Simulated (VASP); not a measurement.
A run of VASP 6.6.1 is set up as follows.

Contents of INCAR:

```
ALGO = Normal ; EDIFF = 1E-7
EDIFFG = -0.04 ; ENCUT = 600
GGA = PE ; IBRION = 2
ISIF = 3 ; ISMEAR = 0
LASPH = T ; LCHARG = F
LREAL = Auto ; LWAVE = F
NELM = 60 ; NSW = 90
PREC = Accurate ; SIGMA = 0.1
```

File KPOINTS:

```
k-points
0
Gamma
  4 4 4
```

POSCAR

```
Na2MgScC6N6
1.0
    0.0000000000      5.2670000000      5.2670000000
    5.2670000000      0.0000000000      5.2670000000
    5.2670000000      5.2670000000      0.0000000000
Na Mg Sc C N
2 1 1 6 6
Direct
    0.2500000000      0.2500000000      0.2500000000
    0.7500000000      0.7500000000      0.7500000000
    0.5000000000      0.5000000000      0.5000000000
    0.0000000000      0.0000000000      0.0000000000
    0.8080501200      0.1919498800      0.1919498800
    0.1919498800      0.8080501200      0.1919498800
    0.1919498800      0.1919498800      0.8080501200
    0.1919498800      0.8080501200      0.8080501200
    0.8080501200      0.1919498800      0.8080501200
    0.8080501200      0.8080501200      0.1919498800
    0.6969812000      0.3030188000      0.3030188000
    0.3030188000      0.6969812000      0.3030188000
    0.3030188000      0.3030188000      0.6969812000
    0.3030188000      0.6969812000      0.6969812000
    0.6969812000      0.3030188000      0.6969812000
    0.6969812000      0.6969812000      0.3030188000
```

Potentials or basis: VASP PAW PBE potentials, release 64 (Na_pv, Mg, Sc_sv, C, N).

Launch:

```bash
$ cat potpaw_PBE.64/Na_pv/POTCAR potpaw_PBE.64/Mg/POTCAR potpaw_PBE.64/Sc_sv/POTCAR potpaw_PBE.64/C/POTCAR potpaw_PBE.64/N/POTCAR > POTCAR
$ mpirun -np 1 vasp_std > vasp.out
```

**Question.** Predict the space group after relaxing (to 0.05 Å).

**Answer.** Fm-3m (No. 225).

**Question.** Predict the relaxed volume.

**Answer.** 22.15 Å³/atom.

**Question.** Predict the relaxed cell.

**Answer.** a = 7.943 Å, b = 7.943 Å, c = 7.943 Å, α = 60.00°, β = 60.00°, γ = 60.00°.

Final structure:
```
Na Mg Sc C N
1.0
     0.00000    5.61690    5.61690
     5.61690    0.00000    5.61690
     5.61690    5.61690    0.00000
Na Mg Sc C N
2 1 1 6 6
Direct
  0.25000 0.25000 0.25000
  0.75000 0.75000 0.75000
  0.50000 0.50000 0.50000
  0.00000 0.00000 0.00000
  0.79475 0.20525 0.20525
  0.20525 0.79475 0.20525
  0.20525 0.20525 0.79475
  0.20525 0.79475 0.79475
  0.79475 0.20525 0.79475
  0.79475 0.79475 0.20525
  0.68998 0.31002 0.31002
  0.31002 0.68998 0.31002
  0.31002 0.31002 0.68998
  0.31002 0.68998 0.68998
  0.68998 0.31002 0.68998
  0.68998 0.68998 0.31002
```

Caveat: the volume moved by over 15 % at a fixed basis, so the end points are rough.
